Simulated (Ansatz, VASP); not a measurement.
ZrB2: VASP beside Ansatz

Contents of INCAR:

```
PREC = Accurate ; ENCUT = 520
EDIFF = 1E-7 ; ISMEAR = 0
SIGMA = 0.024 ; LREAL = False
LASPH = True ; NELM = 80
ALGO = Normal ; ISIF = 2
LWAVE = False ; LCHARG = False
GGA = PE ; NBANDS = 16
```

Contents of KPOINTS:

```
Automatic mesh
0
Gamma
  10 10 8
```

Contents of POSCAR:

```
ZrB2
1.0
    3.1700000000      0.0000000000      0.0000000000
   -1.5850000000      2.7453005300      0.0000000000
    0.0000000000      0.0000000000      3.5330000000
Zr B
1 2
Direct
    0.0000000000      0.0000000000      0.0000000000
    0.6666666667      0.3333333333      0.5000000000
    0.3333333333      0.6666666667      0.5000000000
```

The input input.yaml:

```yaml
crystal:
  lattice:
    - [3.17, 0.0, 0.0]
    - [-1.585, 2.74530053, 0.0]
    - [0.0, 0.0, 3.533]
  atoms:
    - { symbol: Zr, position: [0.0, 0.0, 0.0] }
    - { symbol: B, position: [0.6666666667, 0.3333333333, 0.5] }
    - { symbol: B, position: [0.3333333333, 0.6666666667, 0.5] }
hamiltonian:
  xc: pbe
  pseudopotentials: { kind: paw }
kpoints:
  mp_grid: { grid: [10, 10, 8] }
scf:
  occupations: { method: gaussian, width: 0.024 }
output:
  forces: true
  stress: true
  eigenvalues: true
```

Alike in both runs: task single point; functional PBE; k mesh 10 × 10 × 8; occupations gaussian, width 0.024 eV; no spin polarisation.

```csv
,VASP,Ansatz
version,VASP 6.6.1,Ansatz 0.2.0
potentials or method,"VASP PAW PBE potentials, release 64 (Zr_sv, B)",Ansatz PAW
plane-wave cutoff (eV),520,420
valence electrons in the cell,18,18
```

Ansatz gave:

```
gap on the k mesh at the Fermi level (eV)                     : none
pressure (GPa)                                                : 0.8
traceless stress, the component that is largest in VASP (GPa) : 0.80
```

Q: Which values does VASP return?

A: gap on the k mesh at the Fermi level (eV): none; pressure (GPa): 0.9; traceless stress, the component that is largest in VASP (GPa): 0.84.

A gap of «none» marks a metal or a gap that the smearing closes.
